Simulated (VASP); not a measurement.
# Ca (R-3m) in VASP: notebook, part 2 of 2

VASP 6.6.1. Earlier steps stand in the parts before.

**5. Single point, PBEsol**

Input file INCAR:

```
PREC     = Accurate       # precision mode
ENCUT    = 520            # plane-wave cutoff, eV
EDIFF    = 1E-7           # SCF threshold, eV
ISMEAR   = 0              # smearing method
SIGMA    = 0.15           # smearing width, eV
LREAL    = False          # projectors in reciprocal space
LASPH    = True           # aspherical terms in the spheres
NELM     = 80             # most SCF steps
ALGO     = Fast           # electronic algorithm
ISIF     = 2              # what is computed and relaxed
LWAVE    = False          # write WAVECAR
LCHARG   = False          # write CHGCAR
GGA      = PS             # functional
NBANDS   = 11             # bands
```

Input file KPOINTS:

```
Automatic mesh
0
Gamma
  20 20 20
```

Input file POSCAR:

```
Ca
1.0
    3.4571445125     -0.1819549743     -0.1819549743
   -0.1819549743      3.4571445125     -0.1819549743
   -0.1819549743     -0.1819549743      3.4571445125
Ca
1
Direct
    0.0000000000      0.0000000000      0.0000000000
```

Potentials or basis: VASP PAW PBE potentials, release 64 (Ca_sv).

Started as:

```
$ cat potpaw_PBE.64/Ca_sv/POTCAR > POTCAR
$ mpirun -np 1 vasp_std > vasp.out
```

OUTCAR:

```text
PREC = Accurate
   ENCUT = 520
   EDIFF = 1E-7
   ISMEAR = 0
   LREAL = False
   LASPH = True
   NELM = 80
   ISIF = 2
   GGA = PS

 ion  position               nearest neighbor table
   1  0.000  0.000  0.000-

  LATTYP: Found a trigonal (rhomboedric) cell.
 ALAT       =     3.4667078628
 COS(alpha) =    -0.1019283746

  Lattice vectors:

 A1 = (   3.4571445125,  -0.1819549743,  -0.1819549743)
 A2 = (  -0.1819549743,   3.4571445125,  -0.1819549743)
 A3 = (  -0.1819549743,  -0.1819549743,   3.4571445125)

Analysis of symmetry for initial positions (statically):
=====================================================================
 Subroutine PRICEL returns:
 Original cell was already a primitive cell.

 Routine SETGRP: Setting up the symmetry group for a
 trigonal (rhombohedral) supercell.

 Subroutine GETGRP returns: Found 12 space group operations
 (whereof 12 operations were pure point group operations)
 out of a pool of 12 trial point group operations.

The static configuration has the point symmetry D_3d.

Analysis of symmetry for dynamics (positions and initial velocities):
=====================================================================
 Subroutine PRICEL returns:
 Original cell was already a primitive cell.

 Routine SETGRP: Setting up the symmetry group for a
 trigonal (rhombohedral) supercell.

 Subroutine GETGRP returns: Found 12 space group operations
 (whereof 12 operations were pure point group operations)
 out of a pool of 12 trial point group operations.

The dynamic configuration has the point symmetry D_3d.

 Subroutine INISYM returns: Found 12 space group operations
 (whereof 12 operations are pure point group operations),
 and found     1 'primitive' translations

----------------------------------------------------------------------------------------

                                     Primitive cell

  volume of cell :      40.9638

  direct lattice vectors                    reciprocal lattice vectors
     3.457144513 -0.181954974 -0.181954974     0.290957566  0.016164309  0.016164309
    -0.181954974  3.457144513 -0.181954974     0.016164309  0.290957566  0.016164309
    -0.181954974 -0.181954974  3.457144513     0.016164309  0.016164309  0.290957566

  length of vectors
     3.466707863  3.466707863  3.466707863     0.291854202  0.291854202  0.291854202

  position of ions in fractional coordinates (direct lattice)
     0.000000000  0.000000000  0.000000000

  ion indices of the primitive-cell ions
   primitive index   ion index
                 1           1

----------------------------------------------------------------------------------------

 KPOINTS: Automatic mesh

Automatic generation of k-mesh.
 Grid dimensions read from file:
 generate k-points for:   20   20   20

 Generating k-lattice:

  Cartesian coordinates                     Fractional coordinates (reciprocal lattice)
     0.014547878  0.000808215  0.000808215     0.050000000  0.000000000  0.000000000
     0.000808215  0.014547878  0.000808215     0.000000000  0.050000000  0.000000000
     0.000808215  0.000808215  0.014547878     0.000000000  0.000000000  0.050000000

  Length of vectors
     0.014592710  0.014592710  0.014592710

  Shift w.r.t. Gamma in fractional coordinates (k-lattice)
     0.000000000  0.000000000  0.000000000

 Subroutine IBZKPT returns following result:
 ===========================================

 Found    781 irreducible k-points:

 Following reciprocal coordinates:
            Coordinates               Weight
  0.000000  0.000000  0.000000      1.000000
  0.050000 -0.000000 -0.000000      6.000000
  0.100000 -0.000000 -0.000000      6.000000
  0.150000  0.000000  0.000000      6.000000
  0.200000 -0.000000 -0.000000      6.000000
  0.250000  0.000000  0.000000      6.000000
[... 16 lines left out ...]
 -0.400000  0.050000 -0.000000     12.000000
 -0.350000  0.050000 -0.000000     12.000000
 [... further k-points ...]
   k-points           NKPTS =    781   k-points in BZ     NKDIM =    781   number of bands    NBANDS=     11
   number of dos      NEDOS =    301   number of ions     NIONS =      1
   total plane-waves  NPLWV =  21952
   dimension x,y,z NGX =    28 NGY =   28 NGZ =   28
   dimension x,y,z NGXF=    56 NGYF=   56 NGZF=   56
   ions per type =               1
   NGX,Y,Z   is equivalent  to a cutoff of  13.43, 13.43, 13.43 a.u.
   NGXF,Y,Z  is equivalent  to a cutoff of  26.85, 26.85, 26.85 a.u.
 SYSTEM =  unknown system
   PREC   = accura    normal or accurate (medium, high low for compatibility)
   ISTART =      0    job   : 0-new  1-cont  2-samecut
   ICHARG =      2    charge: 1-file 2-atom 10-const
   ISPIN  =      1    spin polarized calculation?
   LNONCOLLINEAR =      F non collinear calculations
   LSORBIT =      F    spin-orbit coupling
   LASPH  =      T    aspherical Exc in radial PAW
   ENCUT  =  520.0 eV  38.22 Ry    6.18 a.u.   6.45  6.45  6.45*2*pi/ulx,y,z
   NELM   =     80;   NELMIN=  2; NELMDL= -5     # of ELM steps
   EDIFF  = 0.1E-06   stopping-criterion for ELM
   LREAL  =      F    real-space projection
   EDIFFG = 0.1E-05   stopping-criterion for IOM
   NSW    =      0    number of steps for IOM
   IBRION =     -1    ionic relax: 0-MD 1-quasi-New 2-CG
   NFREE  =      0    steps in history (QN), initial steepest desc. (CG)
   ISIF   =      2    stress and relaxation
   ISYM   =      2    0-nonsym 1-usesym 2-fastsym
   POTIM  = 0.5000    time-step for ionic-motion
   TEBEG  =    0.0;   TEEND  =   0.0 temperature during run
   PSTRESS=    0.0 pullay stress
   NELECT =      10.0000    total number of electrons
   NUPDOWN=      -1.0000    fix difference up-down
   EMIN   =  10.00;   EMAX   =-10.00  energy-range for DOS
   EFERMI =   0.00;   METHOD = LEGACY
   ISMEAR =     0;   SIGMA  =   0.15  broadening in eV -4-tet -1-fermi 0-gaus
   EFERMI_NEDOS =   21; number of points for ismear=-14 and -15
   IALGO  =     68    algorithm
   IMIX   =      4    mixing-type and parameters
     AMIX     =   0.40;   BMIX     =  1.00
     AMIX_MAG =   1.60;   BMIX_MAG =  1.00
  volume/ion in A,a.u.               =      40.96       276.44
  Fermi-wavevector in a.u.,A,eV,Ry     =   1.023155  1.933482 14.243195  1.046845
  Thomas-Fermi vector in A             =   2.156873
   LORBIT       =      0    0 simple, 1 ext, 2 COOP (PROOUT), +10 PAW based schemes
   GGA     = PS    functional components
   LHFCALC =     F    Hartree Fock is set to
   AEXX    =    0.0000 exact exchange contribution
   IVDW    =     0    specifies the selected vdW correction
   LEPSILON=     F    determine dielectric tensor
   LRPA    =     F    only Hartree local field effects (RPA)
 non-spin polarized calculation
 RMM-DIIS sequential band-by-band and
 Gauss-broadening in eV      SIGMA  =   0.15
  energy-cutoff  :      520.00
  volume of cell :       40.96
 maximum number of plane-waves:      1123
 NGX is ok and might be reduce to    28
   NGX = 13   NGY = 13   NGZ = 13

 number of electron      10.0000004 magnetization

 Free energy of the ion-electron system (eV)
  ---------------------------------------------------
  ext. energy  EPLUGINS =         0.00000000
  ---------------------------------------------------
  free energy    TOTEN  =        -1.78698017 eV

  energy without entropy =       -1.77658402  energy(sigma->0) =       -1.78178209

 E-fermi :   1.9034     XC(G=0):  -7.8870

 val. band max:        1.9023092915   @ k =  -0.3500   0.5000   0.3000
 cond. band min:       1.9169170432   @ k =   0.4500   0.2500   0.1000
 fundamental gap:      0.0146077516
 Fermi energy:         1.9033603639

 k-point     1 :       0.0000    0.0000    0.0000
  band No.  band energies     occupation
      1     -39.9982      2.00000
      2     -20.9524      2.00000
      3     -20.9524      2.00000
      4     -20.9492      2.00000
      5      -2.0281      2.00000
      6       2.8344      0.00000
      7       2.8344      0.00000
      8       6.0034      0.00000
      9       6.1269      0.00000
     10       6.1269      0.00000
     11      10.7448      0.00000

 k-point     2 :       0.0500   -0.0000   -0.0000
  band No.  band energies     occupation
      1     -39.9977      2.00000
      2     -20.9579      2.00000
      3     -20.9519      2.00000
      4     -20.9494      2.00000
      5      -1.9905      2.00000
      6       2.8443      0.00000
      7       2.8454      0.00000
      8       5.9746      0.00000
      9       6.0892      0.00000
     10       6.1168      0.00000
     11      10.6120      0.00000
[... 295 lines left out ...]
 k-point    24 :      -0.3500    0.0500   -0.0000
  band No.  band energies     occupation
      1     -39.9801      2.00000
      2     -21.1462      2.00000
      3     -20.9415      2.00000
      4     -20.9350      2.00000
      5      -0.3801      2.00000
      6       2.4715      0.00000
      7       3.1912      0.00000
      8       5.1032      0.00000
      9       5.1992      0.00000
     10       6.1536      0.00000
     11       7.6179      0.00000

 [... further k-points ...]
[... 5 lines left out ...]
  --------------------------------------------------------------------------------------
  -------------------------------------------------------------------------------------
  Total        0.0293781      0.0293781      0.0293781     -0.2487802     -0.2487802     -0.2487802
  in kB        1.1490357      1.1490357      1.1490357     -9.7302863     -9.7302863     -9.7302863
  external PRESSURE =       1.1490357 kB  Pullay stress =       0.0000000 kB

 VOLUME and BASIS-vectors are now :
 -----------------------------------------------------------------------------
  energy-cutoff  :      520.00
  volume of cell :       40.96
      direct lattice vectors                 reciprocal lattice vectors
     3.457144513 -0.181954974 -0.181954974     0.290957566  0.016164309  0.016164309
    -0.181954974  3.457144513 -0.181954974     0.016164309  0.290957566  0.016164309
    -0.181954974 -0.181954974  3.457144513     0.016164309  0.016164309  0.290957566

 POSITION                                       TOTAL-FORCE (eV/Angst)
 -----------------------------------------------------------------------------------
      0.00000      0.00000      0.00000        -0.000000     -0.000000      0.000000
 -----------------------------------------------------------------------------------
    total drift:                                0.000000      0.000000     -0.000000

  FREE ENERGIE OF THE ION-ELECTRON SYSTEM (eV)
  ---------------------------------------------------
  free  energy   TOTEN  =        -1.7869801686 eV

  energy  without entropy=       -1.7765840152  energy(sigma->0) =       -1.78178209
```

Wall time 6.4 min (1 thread of AMD EPYC 9755, shared host); peak memory 0.41 GiB.

Results:

```
Free energy            : -1.7870 eV
Pressure               : 0.1 GPa
Band gap on the k mesh : zero (bands 5 and 6 overlap by 1.15 eV)
```

Caveat: the PAW data sets were made with another functional, which shifts forces and pressure a little.

**6. The runs side by side**

```csv
cell,further INCAR settings,gap on the mesh (eV),pressure (GPa)
"a = 3.530 Å, angles 101.4°, 1 atom",ALGO = Fast; EDIFF = 1e-06; NBANDS = 11,none,0.1
"a = 3.544 Å, angles 75.7°, 1 atom",ALGO = Fast; EDIFF = 1e-07; NBANDS = 11,none,0.1
"a = 3.625 Å, angles 105.7°, 1 atom",ALGO = Fast; EDIFF = 1e-06; NBANDS = 11,none,-0.1
"a = 3.467 Å, angles 95.9°, 1 atom",ALGO = Fast; EDIFF = 1e-07; NBANDS = 11,none,0.1
```

Alike in all rows: task single point; level PBEsol; potentials or basis VASP PAW PBE potentials, release 64 (Ca_sv); no spin polarisation; k mesh 20 × 20 × 20; cutoff (eV) 520; smearing gaussian 0.15 eV.

Caveats: the PAW data sets were made with another functional, which shifts forces and pressure a little.

Total energies depend on the potentials used, so only differences within one code and one set of settings carry meaning.
